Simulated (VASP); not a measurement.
# ReS (F-43m) in VASP: single point with PBEsol

Aim: the single point of ReS with PBEsol.

Program: VASP 6.6.1. These are calculated values, not measurements. Logs are shortened: lines on timing, memory, paths and dates and some standing lists are left out, and cuts for length are marked.

## 1. The cell of the first run

Symmetry: F-43m, No. 216, cubic system. The conventional cell has a = 5.148 Å, b = 5.148 Å, c = 5.148 Å, α = 90.00°, β = 90.00°, γ = 90.00°. Re (site symmetry -43m) has 4 S at 2.23 Å within 2.9 Å. Within 2.9 Å of S (site symmetry -43m) lie 4 Re at 2.23 Å.

## 2. Single point, PBEsol, collinear spin (17.06 Å³/atom)

Input file INCAR:

```
ALGO     = Normal         # electronic algorithm
EDIFF    = 1E-6           # SCF threshold, eV
ENCUT    = 560            # plane-wave cutoff, eV
GGA      = PS             # functional
GGA_COMPAT= F            
ISIF     = 2              # what is computed and relaxed
ISMEAR   = 0              # smearing method
ISPIN    = 2              # spin polarisation
LASPH    = T              # aspherical terms in the spheres
LCHARG   = F              # write CHGCAR
LMAXMIX  = 4              # l up to which the mixer works
LORBIT   = 11             # projections on sites
LREAL    = F              # projectors in reciprocal space
LWAVE    = F              # write WAVECAR
MAGMOM   = 0.05 0         # initial moments
NBANDS   = 22             # bands
NELM     = 200            # most SCF steps
PREC     = Accurate       # precision mode
SIGMA    = 0.05           # smearing width, eV
```

Input file KPOINTS:

```
k-points
0
Gamma
  10 10 10
```

Input file POSCAR:

```
ReS
1.0
    0.0000000000      2.5740836256      2.5740836256
    2.5740836256      0.0000000000      2.5740836256
    2.5740836256      2.5740836256      0.0000000000
Re S
1 1
Direct
    0.0000000000      0.0000000000      0.0000000000
    0.2500000000      0.2500000000      0.2500000000
```

Potentials or basis: VASP PAW PBE potentials, release 64 (Re_sv_GW, S).

Command:

```console
$ cat potpaw_PBE.64/Re_sv_GW/POTCAR potpaw_PBE.64/S/POTCAR > POTCAR
$ mpirun -np 1 vasp_std > vasp.out
```

OUTCAR:

```text
EDIFF = 1E-6
   ENCUT = 560
   GGA = PS
   ISIF = 2
   ISMEAR = 0
   ISPIN = 2
   LASPH = T
   LORBIT = 11
   LREAL = F
   NELM = 200
   PREC = Accurate

 ion  position               nearest neighbor table
   1  0.000  0.000  0.000-   2 2.23   2 2.23   2 2.23   2 2.23
   2  0.250  0.250  0.250-   1 2.23   1 2.23   1 2.23   1 2.23

  LATTYP: Found a face centered cubic cell.
 ALAT       =     5.1481672512

  Lattice vectors:

 A1 = (   0.0000000000,   2.5740836256,   2.5740836256)
 A2 = (   2.5740836256,   0.0000000000,   2.5740836256)
 A3 = (   2.5740836256,   2.5740836256,   0.0000000000)

Analysis of symmetry for initial positions (statically):
=====================================================================
 Subroutine PRICEL returns:
 Original cell was already a primitive cell.

 Routine SETGRP: Setting up the symmetry group for a
 face centered cubic supercell.

 Subroutine GETGRP returns: Found 24 space group operations
 (whereof 24 operations were pure point group operations)
 out of a pool of 48 trial point group operations.

The static configuration has the point symmetry T_d .

Analysis of symmetry for dynamics (positions and initial velocities):
=====================================================================
 Subroutine PRICEL returns:
 Original cell was already a primitive cell.

 Routine SETGRP: Setting up the symmetry group for a
 face centered cubic supercell.

 Subroutine GETGRP returns: Found 24 space group operations
 (whereof 24 operations were pure point group operations)
 out of a pool of 48 trial point group operations.

The dynamic configuration has the point symmetry T_d .

Analysis of structural, dynamic, and magnetic symmetry:
=====================================================================
 Subroutine PRICEL returns:
 Original cell was already a primitive cell.

 Routine SETGRP: Setting up the symmetry group for a
 face centered cubic supercell.

 Subroutine GETGRP returns: Found 24 space group operations
 (whereof 24 operations were pure point group operations)
 out of a pool of 48 trial point group operations.

The overall configuration has the point symmetry T_d .

 Subroutine INISYM returns: Found 24 space group operations
 (whereof 24 operations are pure point group operations),
 and found     1 'primitive' translations

----------------------------------------------------------------------------------------

                                     Primitive cell

  volume of cell :      34.1113

  direct lattice vectors                    reciprocal lattice vectors
     0.000000000  2.574083626  2.574083626    -0.194243884  0.194243884  0.194243884
     2.574083626  0.000000000  2.574083626     0.194243884 -0.194243884  0.194243884
     2.574083626  2.574083626  0.000000000     0.194243884  0.194243884 -0.194243884

  length of vectors
     3.640303974  3.640303974  3.640303974     0.336440275  0.336440275  0.336440275

  position of ions in fractional coordinates (direct lattice)
     0.000000000  0.000000000  0.000000000
     0.250000000  0.250000000  0.250000000

  ion indices of the primitive-cell ions
   primitive index   ion index
                 1           1
                 2           2

----------------------------------------------------------------------------------------

 KPOINTS: k-points

Automatic generation of k-mesh.
 Grid dimensions read from file:
 generate k-points for:   10   10   10

 Generating k-lattice:

  Cartesian coordinates                     Fractional coordinates (reciprocal lattice)
    -0.019424388  0.019424388  0.019424388     0.100000000  0.000000000  0.000000000
     0.019424388 -0.019424388  0.019424388     0.000000000  0.100000000  0.000000000
     0.019424388  0.019424388 -0.019424388     0.000000000  0.000000000  0.100000000

  Length of vectors
     0.033644028  0.033644028  0.033644028

  Shift w.r.t. Gamma in fractional coordinates (k-lattice)
     0.000000000  0.000000000  0.000000000

 Subroutine IBZKPT returns following result:
 ===========================================

 Found     47 irreducible k-points:

 Following reciprocal coordinates:
            Coordinates               Weight
  0.000000  0.000000  0.000000      1.000000
  0.100000  0.000000  0.000000      8.000000
  0.200000  0.000000  0.000000      8.000000
  0.300000  0.000000  0.000000      8.000000
  0.400000  0.000000  0.000000      8.000000
  0.500000  0.000000  0.000000      4.000000
[... 16 lines left out ...]
  0.300000  0.300000  0.000000      6.000000
  0.400000  0.300000  0.000000     24.000000
 [... further k-points ...]
   k-points           NKPTS =     47   k-points in BZ     NKDIM =     47   number of bands    NBANDS=     22
   number of dos      NEDOS =    301   number of ions     NIONS =      2
   total plane-waves  NPLWV =  21952
   dimension x,y,z NGX =    28 NGY =   28 NGZ =   28
   dimension x,y,z NGXF=    56 NGYF=   56 NGZF=   56
   ions per type =               1   1
   NGX,Y,Z   is equivalent  to a cutoff of  12.79, 12.79, 12.79 a.u.
   NGXF,Y,Z  is equivalent  to a cutoff of  25.57, 25.57, 25.57 a.u.
 SYSTEM =  unknown system
   PREC   = accura    normal or accurate (medium, high low for compatibility)
   ISTART =      0    job   : 0-new  1-cont  2-samecut
   ICHARG =      2    charge: 1-file 2-atom 10-const
   ISPIN  =      2    spin polarized calculation?
   LNONCOLLINEAR =      F non collinear calculations
   LSORBIT =      F    spin-orbit coupling
   LASPH  =      T    aspherical Exc in radial PAW
   ENCUT  =  560.0 eV  41.16 Ry    6.42 a.u.   7.02  7.02  7.02*2*pi/ulx,y,z
   NELM   =    200;   NELMIN=  2; NELMDL= -5     # of ELM steps
   EDIFF  = 0.1E-05   stopping-criterion for ELM
   LREAL  =      F    real-space projection
   EDIFFG = 0.1E-04   stopping-criterion for IOM
   NSW    =      0    number of steps for IOM
   IBRION =     -1    ionic relax: 0-MD 1-quasi-New 2-CG
   NFREE  =      0    steps in history (QN), initial steepest desc. (CG)
   ISIF   =      2    stress and relaxation
   ISYM   =      2    0-nonsym 1-usesym 2-fastsym
   POTIM  = 0.5000    time-step for ionic-motion
   TEBEG  =    0.0;   TEEND  =   0.0 temperature during run
   PSTRESS=    0.0 pullay stress
   NELECT =      21.0000    total number of electrons
   NUPDOWN=      -1.0000    fix difference up-down
   EMIN   =  10.00;   EMAX   =-10.00  energy-range for DOS
   EFERMI =   0.00;   METHOD = LEGACY
   ISMEAR =     0;   SIGMA  =   0.05  broadening in eV -4-tet -1-fermi 0-gaus
   EFERMI_NEDOS =   21; number of points for ismear=-14 and -15
   IALGO  =     38    algorithm
   IMIX   =      4    mixing-type and parameters
     AMIX     =   0.40;   BMIX     =  1.00
     AMIX_MAG =   1.60;   BMIX_MAG =  1.00
  volume/ion in A,a.u.               =      17.06       115.10
  Fermi-wavevector in a.u.,A,eV,Ry     =   1.392671  2.631767 26.388952  1.939533
  Thomas-Fermi vector in A             =   2.516391
   LORBIT       =     11    0 simple, 1 ext, 2 COOP (PROOUT), +10 PAW based schemes
   GGA     = PS    functional components
   LHFCALC =     F    Hartree Fock is set to
   AEXX    =    0.0000 exact exchange contribution
   IVDW    =     0    specifies the selected vdW correction
   LEPSILON=     F    determine dielectric tensor
   LRPA    =     F    only Hartree local field effects (RPA)
 spin polarized calculation
 Gauss-broadening in eV      SIGMA  =   0.05
  energy-cutoff  :      560.00
  volume of cell :       34.11
 maximum number of plane-waves:      1037
   NGX = 13   NGY = 13   NGZ = 13

 number of electron      20.9999997 magnetization       0.0248023

 Free energy of the ion-electron system (eV)
  ---------------------------------------------------
  ext. energy  EPLUGINS =         0.00000000
  ---------------------------------------------------
  free energy    TOTEN  =       -18.80226182 eV

  energy without entropy =      -18.79805901  energy(sigma->0) =      -18.80016042

 E-fermi :   9.0099     XC(G=0): -11.8125

 val. band max:        9.0093601160   @ k =  -0.3000   0.2000   0.0000
 cond. band min:       9.0220479014   @ k =  -0.3000   0.2000   0.0000
 fundamental gap:      0.0126877854
 Fermi energy:         9.0099153368

 spin component 1

 k-point     1 :       0.0000    0.0000    0.0000
  band No.  band energies     occupation
      1     -70.6422      1.00000
      2     -32.5546      1.00000
      3     -32.5546      1.00000
      4     -32.5546      1.00000
      5      -7.0540      1.00000
      6       2.5188      1.00000
[... 14 lines left out ...]
     21      24.8231      0.00000
     22      24.8231      0.00000

 k-point     2 :       0.1000    0.0000    0.0000
  band No.  band energies     occupation
      1     -70.6421      1.00000
      2     -32.5639      1.00000
      3     -32.5564      1.00000
      4     -32.5564      1.00000
      5      -6.9473      1.00000
      6       2.3743      1.00000
[... 14 lines left out ...]
     21      25.5433      0.00000
     22      25.7259      0.00000

 k-point     3 :       0.2000    0.0000    0.0000
  band No.  band energies     occupation
      1     -70.6415      1.00000
      2     -32.5865      1.00000
      3     -32.5597      1.00000
      4     -32.5597      1.00000
      5      -6.6614      1.00000
      6       2.0820      1.00000
[... 14 lines left out ...]
     21      26.7169      0.00000
     22      26.7169      0.00000
[... 476 lines left out ...]
 k-point    23 :       0.3000    0.3000    0.0000
  band No.  band energies     occupation
      1     -70.6403      1.00000
      2     -32.6146      1.00000
      3     -32.5767      1.00000
      4     -32.5767      1.00000
      5      -6.0321      1.00000
      6       1.3563      1.00000
[... 14 lines left out ...]
     21      27.9226      0.00000
     22      27.9226      0.00000

 k-point    24 :       0.4000    0.3000    0.0000
  band No.  band energies     occupation
      1     -70.6398      1.00000
      2     -32.6274      1.00000
      3     -32.5833      1.00000
      4     -32.5807      1.00000
      5      -5.7860      1.00000
      6       1.2986      1.00000
[... 14 lines left out ...]
     21      27.0212      0.00000
     22      27.4350      0.00000

 [... further k-points ...]

 spin component 2

 k-point     1 :       0.0000    0.0000    0.0000
  band No.  band energies     occupation
      1     -70.6338      1.00000
      2     -32.5437      1.00000
      3     -32.5437      1.00000
      4     -32.5437      1.00000
      5      -7.0504      1.00000
      6       2.5244      1.00000
[... 14 lines left out ...]
     21      24.8296      0.00000
     22      24.8296      0.00000

 k-point     2 :       0.1000    0.0000    0.0000
  band No.  band energies     occupation
      1     -70.6336      1.00000
      2     -32.5531      1.00000
      3     -32.5455      1.00000
      4     -32.5455      1.00000
      5      -6.9437      1.00000
      6       2.3799      1.00000
[... 14 lines left out ...]
     21      25.5498      0.00000
     22      25.7325      0.00000

 k-point     3 :       0.2000    0.0000    0.0000
  band No.  band energies     occupation
      1     -70.6330      1.00000
      2     -32.5757      1.00000
      3     -32.5488      1.00000
      4     -32.5488      1.00000
      5      -6.6579      1.00000
      6       2.0876      1.00000
[... 14 lines left out ...]
     21      26.7236      0.00000
     22      26.7236      0.00000
[... 476 lines left out ...]
 k-point    23 :       0.3000    0.3000    0.0000
  band No.  band energies     occupation
      1     -70.6318      1.00000
      2     -32.6038      1.00000
      3     -32.5659      1.00000
      4     -32.5659      1.00000
      5      -6.0290      1.00000
      6       1.3626      1.00000
[... 14 lines left out ...]
     21      27.9292      0.00000
     22      27.9292      0.00000

 k-point    24 :       0.4000    0.3000    0.0000
  band No.  band energies     occupation
      1     -70.6314      1.00000
      2     -32.6165      1.00000
      3     -32.5724      1.00000
      4     -32.5698      1.00000
      5      -5.7830      1.00000
      6       1.3051      1.00000
[... 14 lines left out ...]
     21      27.0271      0.00000
     22      27.4412      0.00000

 [... further k-points ...]
[... 5 lines left out ...]
  --------------------------------------------------------------------------------------
  -------------------------------------------------------------------------------------
  Total        0.7770978      0.7770978      0.7770978      0.0000000      0.0000000      0.0000000
  in kB       36.4996188     36.4996188     36.4996188      0.0000000      0.0000000      0.0000000
  external PRESSURE =      36.4996188 kB  Pullay stress =       0.0000000 kB

 VOLUME and BASIS-vectors are now :
 -----------------------------------------------------------------------------
  energy-cutoff  :      560.00
  volume of cell :       34.11
      direct lattice vectors                 reciprocal lattice vectors
     0.000000000  2.574083626  2.574083626    -0.194243884  0.194243884  0.194243884
     2.574083626  0.000000000  2.574083626     0.194243884 -0.194243884  0.194243884
     2.574083626  2.574083626  0.000000000     0.194243884  0.194243884 -0.194243884

 POSITION                                       TOTAL-FORCE (eV/Angst)
 -----------------------------------------------------------------------------------
      0.00000      0.00000      0.00000         0.000000      0.000000      0.000000
      1.28704      1.28704      1.28704        -0.000000     -0.000000     -0.000000
 -----------------------------------------------------------------------------------
    total drift:                                0.000000      0.000000      0.000000

  FREE ENERGIE OF THE ION-ELECTRON SYSTEM (eV)
  ---------------------------------------------------
  free  energy   TOTEN  =       -18.8022618224 eV

  energy  without entropy=      -18.7980590082  energy(sigma->0) =      -18.80016042

 total charge

# of ion       s       p       d       f       tot
--------------------------------------------------
    1        8.592   6.021   4.435   0.067  19.115
    2        1.296   2.397   0.000   0.000   3.692
--------------------------------------------------
tot          9.888   8.418   4.435   0.067  22.808

 magnetization (x)

# of ion       s       p       d       f       tot
--------------------------------------------------
    1        0.021   0.000   0.017   0.000   0.038
    2       -0.000   0.000   0.000   0.000   0.000
--------------------------------------------------
tot          0.020   0.001   0.017   0.000   0.038
```

Wall time 49 s (1 thread of Intel Xeon Platinum 8488C (Sapphire Rapids), shared host); peak memory 0.22 GiB.

Results:

```yaml
Free_energy: -18.8023 eV
Pressure: 3.6 GPa
Net_moment: 0.02 μB per cell
Site_moments: Re +0.04; S +0.00 μB
```

Caveat: the cell stands under pressure; the PAW data sets were made with another functional, which shifts forces and pressure a little; spin-orbit coupling is left out, which moves the levels of the heavy elements.
